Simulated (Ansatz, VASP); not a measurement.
## One calculation of BaS, two programs

```xyz
2
Lattice="0.0000 3.2564 3.2564 3.2564 0.0000 3.2564 3.2564 3.2564 0.0000" Properties=species:S:1:pos:R:3 pbc="T T T"
Ba    0.0000    0.0000    0.0000
S     3.2564    3.2564    3.2564
```

Change from the starting cell: volume scaled by 1.06, crystal datasets.

Alike in both runs: task electric field gradients; functional PBE; k mesh 8 × 8 × 8; occupations fermi-dirac, width 0.02 eV; no spin polarisation.

|  | VASP | Ansatz |
| --- | --- | --- |
| version | VASP 6.6.1 | Ansatz 0.2.0 |
| potentials or method | VASP PAW PBE potentials, release 64 (Ba_sv, S), cutoff 520 eV | all-electron PAW with datasets made for the crystal, scalar-relativistic |

Ansatz gave:

* gap on the k mesh at the Fermi level (eV): 2.28
* pressure (GPa): -1.5

Problem. Which values does VASP return?

Solution. gap on the k mesh at the Fermi level (eV): 2.20; pressure (GPa): -1.0.

Ansatz ran all-electron here, and VASP with PAW potentials.

Neither program's run includes spin-orbit coupling.
